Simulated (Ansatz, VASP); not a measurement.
One calculation of Mo, two programs

```
Mo
1.0
    -1.57031    1.57031    1.57031
     1.57031   -1.57031    1.57031
     1.57031    1.57031   -1.57031
Mo
1
Direct
  0.00000 0.00000 0.00000
```

Alike in both runs: task single point; functional r2SCAN; k mesh 18 × 18 × 18; occupations gaussian, width 0.05 eV; no spin polarisation.

|  | VASP | Ansatz |
| --- | --- | --- |
| version | VASP 6.6.1 | Ansatz 0.2.0 |
| potentials or method | VASP PAW PBE potentials, release 64 (Mo_sv), cutoff 520 eV | scalar-relativistic, plane waves, PAW |
| valence electrons in the cell | 14 | 14 |

VASP gave:

* gap on the k mesh at the Fermi level (eV): none
* pressure (GPa): 3.7

Which values does Ansatz return?

gap on the k mesh at the Fermi level (eV): none; pressure (GPa): 2.6.

VASP's potentials were made for PBE, not for r2SCAN. A gap of «none» marks a metal or a gap that the smearing closes. With one functional, cell and mesh, what is left measures potentials, basis and numerics.
